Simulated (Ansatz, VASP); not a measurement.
# MgCd3S4 in VASP and in Ansatz

```
Mg Cd S
1.0
     3.84419    0.00000    0.00000
     0.00000    3.84419    0.00000
     0.00000    0.00000   10.89387
Mg Cd S
1 3 4
Direct
  0.00000 0.00000 0.00000
  0.50000 0.50000 0.24737
  0.00000 0.00000 0.50000
  0.50000 0.50000 0.75263
  0.00000 0.00000 0.24382
  0.50000 0.50000 0.50000
  0.00000 0.00000 0.75618
  0.50000 0.50000 0.00000
```

Alike in both runs: functional PBE; k mesh 10 × 10 × 4; occupations gaussian, width 0.01 eV; no spin polarisation.

Ansatz relaxed the structure, and its values are those at the end. VASP's run is a single point on that final structure, the one shown.

|  | VASP | Ansatz |
| --- | --- | --- |
| version | VASP 6.6.1 | Ansatz 0.2.0 |
| potentials or method | VASP PAW PBE potentials, release 64 (Mg, Cd, S), cutoff 520 eV | scalar-relativistic, plane waves, PAW |
| valence electrons in the cell | 62 | 94 |

Ansatz gave:

```
gap on the k mesh at the Fermi level (eV) : 0.25
least direct gap on the mesh (eV)         : 1.17
pressure (GPa)                            : 0.0
rms of the force components (eV/Å)        : 0.002
```

What did VASP give for the same quantities?

gap on the k mesh at the Fermi level (eV): 0.25; least direct gap on the mesh (eV): 1.14; pressure (GPa): 0.3; rms of the force components (eV/Å): 0.009.

VASP's potentials hold 62 valence electrons a cell and Ansatz's 94, so a difference there can come from the potentials and not from the codes.
